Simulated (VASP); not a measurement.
# In7GaP8 (a cell with a defect) in VASP: further runs

The runs below take In7GaP8 (a cell with a defect) through single point, relaxation of the atoms, with PBE.

Everything below comes from runs of VASP 6.6.1. Logs are shortened: lines on timing, memory, paths and dates and some standing lists are left out, and cuts for length are marked.

## 1. The cell of the first run

The cell holds a defect, 16 atoms: a = 8.428 Å, b = 8.428 Å, c = 8.428 Å, α = 60.00°, β = 60.00°, γ = 60.00°.

## 2. Single point, PBE, collinear spin

The input, INCAR:

```
  ALGO = Normal
  EDIFF = 1E-7
  ENCUT = 520
  GGA = PE
  ISIF = 2
  ISMEAR = 0
  ISPIN = 2
  LASPH = T
  LCHARG = F
  LORBIT = 11
  LREAL = Auto
  LWAVE = F
  MAGMOM = 0.2 0 0 0 0 0 0 0 0.2 0 0 0 0.2 0.2 0.2 0
  NBANDS = 90
  NELECT = 145.0
  NELM = 150
  PREC = Accurate
  SIGMA = 0.02
```

The input, KPOINTS:

```
k-points
0
Gamma
  1 1 1
```

The input, POSCAR:

```
In7GaP8
1.0
    0.0000000000      5.9597880289     -5.9597880289
    5.9597880289      5.9597880289      0.0000000000
    5.9597880289      0.0000000000     -5.9597880289
Ga In P
1 7 8
Direct
    0.5000000000      0.5000000000      0.0000000000
    0.4981004362      0.0018995638     -0.0018995638
    1.0018995638      0.4981004362     -0.0018995638
    1.0018995638      0.0018995638     -0.0018995638
    0.4981004362      0.4981004362      0.5018995638
    0.4981004362      0.0018995638      0.5018995638
    1.0018995638      0.4981004362      0.5018995638
    1.0000000000      0.0000000000      0.5000000000
    0.3817287381      0.3817287381      0.3548137856
    0.3744548514      0.8751817162      0.3751817162
    0.8751817162      0.3744548514      0.3751817162
    0.8751817162      0.8751817162      0.3751817162
    0.3817287381      0.3817287381      0.8817287381
    0.3817287381      0.8548137856      0.8817287381
    0.8548137856      0.3817287381      0.8817287381
    0.8751817162      0.8751817162      0.8744548514
```

Potentials or basis: VASP PAW PBE potentials, release 64 (Ga_d, In_d, P).

Started as:

```console
> cat potpaw_PBE.64/Ga_d/POTCAR potpaw_PBE.64/In_d/POTCAR potpaw_PBE.64/P/POTCAR > POTCAR
> mpirun -np 1 vasp_gam > vasp.out
```

OUTCAR:

```text
EDIFF = 1E-7
   ENCUT = 520
   GGA = PE
   ISIF = 2
   ISMEAR = 0
   ISPIN = 2
   LASPH = T
   LORBIT = 11
   LREAL = Auto
   NELECT = 145.0
   NELM = 150
   PREC = Accurate

 ion  position               nearest neighbor table
   1  0.500  0.500  0.000-   9 2.44  14 2.44  15 2.44  13 2.44
   2  0.498  0.002  0.998-  10 2.60  16 2.60  13 2.62  14 2.62
   3  0.002  0.498  0.998-  11 2.60  16 2.60  13 2.62  15 2.62
   4  0.002  0.002  0.998-  12 2.60  16 2.60  15 2.62  14 2.62
   5  0.498  0.498  0.502-  10 2.60  11 2.60  13 2.62   9 2.62
   6  0.498  0.002  0.502-  12 2.60  10 2.60   9 2.62  14 2.62
[... 8 lines left out ...]
  15  0.855  0.382  0.882-   1 2.44   4 2.62   7 2.62   3 2.62
  16  0.875  0.875  0.874-   8 2.58   3 2.60   2 2.60   4 2.60

  LATTYP: Found a face centered cubic cell.
 ALAT       =    11.9195760578

  Lattice vectors:

 A1 = (   0.0000000000,   5.9597880289,  -5.9597880289)
 A2 = (   5.9597880289,   5.9597880289,   0.0000000000)
 A3 = (   5.9597880289,   0.0000000000,  -5.9597880289)

Analysis of symmetry for initial positions (statically):
=====================================================================
 Subroutine PRICEL returns:
 Original cell was already a primitive cell.

 Routine SETGRP: Setting up the symmetry group for a
 face centered cubic supercell.

 Subroutine GETGRP returns: Found 24 space group operations
 (whereof  4 operations were pure point group operations)
 out of a pool of 48 trial point group operations.

The static configuration has the point symmetry C_2v.
 The point group associated with its full space group is T_d .

Analysis of symmetry for dynamics (positions and initial velocities):
=====================================================================
 Subroutine PRICEL returns:
 Original cell was already a primitive cell.

 Routine SETGRP: Setting up the symmetry group for a
 face centered cubic supercell.

 Subroutine GETGRP returns: Found 24 space group operations
 (whereof  4 operations were pure point group operations)
 out of a pool of 48 trial point group operations.

The dynamic configuration has the point symmetry C_2v.
 The point group associated with its full space group is T_d .

Analysis of structural, dynamic, and magnetic symmetry:
=====================================================================
 Subroutine PRICEL returns:
 Original cell was already a primitive cell.

 Routine SETGRP: Setting up the symmetry group for a
 face centered cubic supercell.

 Subroutine GETGRP returns: Found 24 space group operations
 (whereof  4 operations were pure point group operations)
 out of a pool of 48 trial point group operations.

The overall configuration has the point symmetry C_2v.
 The point group associated with its full space group is T_d .

 Subroutine INISYM returns: Found 24 space group operations
 (whereof  4 operations are pure point group operations),
 and found     1 'primitive' translations

----------------------------------------------------------------------------------------

                                     Primitive cell

  volume of cell :     423.3723

  direct lattice vectors                    reciprocal lattice vectors
     0.000000000  5.959788029 -5.959788029    -0.083895601  0.083895601 -0.083895601
     5.959788029  5.959788029  0.000000000     0.083895601  0.083895601  0.083895601
     5.959788029  0.000000000 -5.959788029     0.083895601 -0.083895601 -0.083895601

  length of vectors
     8.428413059  8.428413059  8.428413059     0.145311444  0.145311444  0.145311444

  position of ions in fractional coordinates (direct lattice)
     0.500000000  0.500000000  0.000000000
     0.498100436  0.001899564  0.998100436
     0.001899564  0.498100436  0.998100436
     0.001899564  0.001899564  0.998100436
     0.498100436  0.498100436  0.501899564
     0.498100436  0.001899564  0.501899564
[... 8 lines left out ...]
     0.854813786  0.381728738  0.881728738
     0.875181716  0.875181716  0.874454851

  ion indices of the primitive-cell ions
   primitive index   ion index
                 1           1
                 2           2
                 3           3
                 4           4
                 5           5
                 6           6
[... 8 lines left out ...]
                15          15
                16          16

----------------------------------------------------------------------------------------

 KPOINTS: k-points

Automatic generation of k-mesh.
 Grid dimensions read from file:
 generate k-points for:    1    1    1

 Generating k-lattice:

  Cartesian coordinates                     Fractional coordinates (reciprocal lattice)
    -0.083895601  0.083895601 -0.083895601     1.000000000  0.000000000  0.000000000
     0.083895601  0.083895601  0.083895601     0.000000000  1.000000000  0.000000000
     0.083895601 -0.083895601 -0.083895601     0.000000000  0.000000000  1.000000000

  Length of vectors
     0.145311444  0.145311444  0.145311444

  Shift w.r.t. Gamma in fractional coordinates (k-lattice)
     0.000000000  0.000000000  0.000000000

 Subroutine IBZKPT returns following result:
 ===========================================

 Found      1 irreducible k-points:

 Following reciprocal coordinates:
            Coordinates               Weight
  0.000000  0.000000  0.000000      1.000000
   k-points           NKPTS =      1   k-points in BZ     NKDIM =      1   number of bands    NBANDS=     90
   number of dos      NEDOS =    301   number of ions     NIONS =     16
   total plane-waves  NPLWV = 262144
   dimension x,y,z NGX =    64 NGY =   64 NGZ =   64
   dimension x,y,z NGXF=   128 NGYF=  128 NGZF=  128
   ions per type =               1   7   8
   NGX,Y,Z   is equivalent  to a cutoff of  12.62, 12.62, 12.62 a.u.
   NGXF,Y,Z  is equivalent  to a cutoff of  25.25, 25.25, 25.25 a.u.
 SYSTEM =  unknown system
   PREC   = accura    normal or accurate (medium, high low for compatibility)
   ISTART =      0    job   : 0-new  1-cont  2-samecut
   ICHARG =      2    charge: 1-file 2-atom 10-const
   ISPIN  =      2    spin polarized calculation?
   LNONCOLLINEAR =      F non collinear calculations
   LSORBIT =      F    spin-orbit coupling
   LASPH  =      T    aspherical Exc in radial PAW
   ENCUT  =  520.0 eV  38.22 Ry    6.18 a.u.  15.67 15.67 15.67*2*pi/ulx,y,z
   NELM   =    150;   NELMIN=  2; NELMDL= -5     # of ELM steps
   EDIFF  = 0.1E-06   stopping-criterion for ELM
   LREAL  =      T    real-space projection
   EDIFFG = 0.1E-05   stopping-criterion for IOM
   NSW    =      0    number of steps for IOM
   IBRION =     -1    ionic relax: 0-MD 1-quasi-New 2-CG
   NFREE  =      0    steps in history (QN), initial steepest desc. (CG)
   ISIF   =      2    stress and relaxation
   ISYM   =      2    0-nonsym 1-usesym 2-fastsym
   POTIM  = 0.5000    time-step for ionic-motion
   TEBEG  =    0.0;   TEEND  =   0.0 temperature during run
   PSTRESS=    0.0 pullay stress
   NELECT =     145.0000    total number of electrons
   NUPDOWN=      -1.0000    fix difference up-down
   EMIN   =  10.00;   EMAX   =-10.00  energy-range for DOS
   EFERMI =   0.00;   METHOD = LEGACY
   ISMEAR =     0;   SIGMA  =   0.02  broadening in eV -4-tet -1-fermi 0-gaus
   EFERMI_NEDOS =   21; number of points for ismear=-14 and -15
   IALGO  =     38    algorithm
   IMIX   =      4    mixing-type and parameters
     AMIX     =   0.40;   BMIX     =  1.00
     AMIX_MAG =   1.60;   BMIX_MAG =  1.00
  volume/ion in A,a.u.               =      26.46       178.57
  Fermi-wavevector in a.u.,A,eV,Ry     =   1.145399  2.164490 17.850003  1.311938
  Thomas-Fermi vector in A             =   2.282087
   LORBIT       =     11    0 simple, 1 ext, 2 COOP (PROOUT), +10 PAW based schemes
   GGA     = PE    functional components
   LHFCALC =     F    Hartree Fock is set to
   AEXX    =    0.0000 exact exchange contribution
   IVDW    =     0    specifies the selected vdW correction
   LEPSILON=     F    determine dielectric tensor
   LRPA    =     F    only Hartree local field effects (RPA)
 spin polarized calculation
 Gauss-broadening in eV      SIGMA  =   0.02
  energy-cutoff  :      520.00
  volume of cell :      423.37
 maximum number of plane-waves:      5764
 NGX is ok and might be reduce to    64
   NGX = 31   NGY = 31   NGZ = 31

 number of electron     145.0000030 magnetization       0.9999877

 Free energy of the ion-electron system (eV)
  ---------------------------------------------------
  ext. energy  EPLUGINS =         0.00000000
  ---------------------------------------------------
  free energy    TOTEN  =       -48.72420863 eV

  energy without entropy =      -48.72420851  energy(sigma->0) =      -48.72420857

 E-fermi :   4.8963     XC(G=0):  -8.9133

 val. band max:        4.8286470871   @ k =   0.0000   0.0000   0.0000
 cond. band min:       4.9640159408   @ k =   0.0000   0.0000   0.0000
 fundamental gap:      0.1353688537
 Fermi energy:         4.8963315357

 spin component 1

 k-point     1 :       0.0000    0.0000    0.0000
  band No.  band energies     occupation
      1      -9.8995      1.00000
      2      -9.8995      1.00000
      3      -9.8995      1.00000
      4      -9.8506      1.00000
      5      -9.8506      1.00000
      6      -9.8506      1.00000
[... 76 lines left out ...]
     83       6.8466      0.00000
     84       8.4729      0.00000
 Fermi energy:         4.8963315357

 spin component 2

 k-point     1 :       0.0000    0.0000    0.0000
  band No.  band energies     occupation
      1      -9.8866      1.00000
      2      -9.8866      1.00000
      3      -9.8866      1.00000
      4      -9.8227      1.00000
      5      -9.8227      1.00000
      6      -9.8227      1.00000
[... 76 lines left out ...]
     83       6.8886      0.00000
     84       8.5339      0.00000
 [bands above 84 left out]

------------------------ aborting loop because EDIFF is reached ----------------------------------------

  FORCE on cell =-STRESS in cart. coord.  units (eV):
  Direction    XX          YY          ZZ          XY          YZ          ZX
  --------------------------------------------------------------------------------------
  -------------------------------------------------------------------------------------
  Total       19.8014461     19.8014461     19.8014461      0.0000000      0.0000000      0.0000000
  in kB       74.9350591     74.9350591     74.9350591      0.0000000      0.0000000      0.0000000
  external PRESSURE =      74.9350591 kB  Pullay stress =       0.0000000 kB

 VOLUME and BASIS-vectors are now :
 -----------------------------------------------------------------------------
  energy-cutoff  :      520.00
  volume of cell :      423.37
      direct lattice vectors                 reciprocal lattice vectors
     0.000000000  5.959788029 -5.959788029    -0.083895601  0.083895601 -0.083895601
     5.959788029  5.959788029  0.000000000     0.083895601  0.083895601  0.083895601
     5.959788029  0.000000000 -5.959788029     0.083895601 -0.083895601 -0.083895601

 POSITION                                       TOTAL-FORCE (eV/Angst)
 -----------------------------------------------------------------------------------
      2.97989      5.95979     -2.97989        -0.000000     -0.000000      0.000000
      5.95979      2.97989     -8.91704        -0.000000     -0.000000      0.011777
      8.91704      2.97989     -5.95979        -0.011777     -0.000000      0.000000
      5.95979      0.02264     -5.95979        -0.000000      0.011777      0.000000
      5.95979      5.93715     -5.95979        -0.000000     -0.011777      0.000000
      3.00254      2.97989     -5.95979         0.011777     -0.000000      0.000000
[... 8 lines left out ...]
      7.52994      7.36953    -10.34943         0.006585     -0.006585      0.006585
     10.42746     10.43180    -10.42746        -0.003951      0.003951      0.003951
 -----------------------------------------------------------------------------------
    total drift:                               -0.000002     -0.000002      0.000002

  FREE ENERGIE OF THE ION-ELECTRON SYSTEM (eV)
  ---------------------------------------------------
  free  energy   TOTEN  =       -48.7242086288 eV

  energy  without entropy=      -48.7242085090  energy(sigma->0) =      -48.72420857

 total charge

# of ion       s       p       d       tot
------------------------------------------
    1        0.846   0.742  10.014  11.601
    2        0.772   0.741   9.900  11.413
    3        0.772   0.741   9.900  11.413
    4        0.772   0.741   9.900  11.413
    5        0.772   0.741   9.900  11.413
    6        0.772   0.741   9.900  11.413
[... 8 lines left out ...]
   15        0.991   1.581   0.000   2.572
   16        0.967   1.610   0.000   2.577
--------------------------------------------------
tot         14.062  18.721  79.324 112.108

 magnetization (x)

# of ion       s       p       d       tot
------------------------------------------
    1        0.106   0.007  -0.001   0.113
    2        0.041   0.002  -0.000   0.042
    3        0.041   0.002  -0.000   0.042
    4        0.041   0.002  -0.000   0.042
    5        0.041   0.002  -0.000   0.042
    6        0.041   0.002  -0.000   0.042
[... 8 lines left out ...]
   15        0.056   0.004   0.000   0.059
   16        0.026  -0.001   0.000   0.025
--------------------------------------------------
tot          0.690   0.028  -0.003   0.715
```

Run time: 1.7 min. Hardware: 1 thread of Intel Xeon 6975P-C (Granite Rapids), shared host; peak memory 0.75 GiB.

What came out:

| Property | Result |
| --- | --- |
| Free energy | -48.7242 eV |
| Largest force | 0.012 eV/Å |
| Net moment | 1.00 μB per cell |
| Site moments | Ga +0.11; In +0.04, +0.01; P +0.06, +0.03 μB |
| Valence electrons inside the program's atomic spheres | Ga 11.60; In 11.41, 11.43; P 2.57, 2.58 |

Forces on the atoms (eV/Å):
```
Ga   0.000  0.000  0.000
In   0.000  0.000  0.012
In  -0.012  0.000  0.000
In   0.000  0.012  0.000
In   0.000 -0.012  0.000
In   0.012  0.000  0.000
In   0.000  0.000 -0.012
In   0.000  0.000  0.000
P   -0.007  0.007  0.007
P    0.004 -0.004  0.004
P   -0.004 -0.004 -0.004
P    0.004  0.004 -0.004
P    0.007  0.007 -0.007
P   -0.007 -0.007 -0.007
P    0.007 -0.007  0.007
P   -0.004  0.004  0.004
```

Levels at points of the mesh, in eV from the Fermi level:
Spin up:
| k point | band 71 | band 72 | band 73 | band 74 | band 75 | band 76 |
| --- | --- | --- | --- | --- | --- | --- |
| (0.00, 0.00, 0.00) | -0.17 | -0.17 | -0.07 | 0.80 | 0.96 | 0.96 |
Spin down:
| k point | band 69 | band 70 | band 71 | band 72 | band 73 | band 74 | band 75 | band 76 |
| --- | --- | --- | --- | --- | --- | --- | --- | --- |
| (0.00, 0.00, 0.00) | -0.94 | -0.14 | -0.14 | -0.14 | 0.07 | 0.87 | 1.02 | 1.02 |

Caveat: the k points lie up to 0.91 Å⁻¹ apart; the cell carries a net charge on a neutralising background, which shifts energy and pressure; the cell is charged against a uniform background, so pressure and absolute levels hang on convention; spin-orbit coupling is left out, which moves the levels of the heavy elements.

(Part 1 of 2 ends here.)
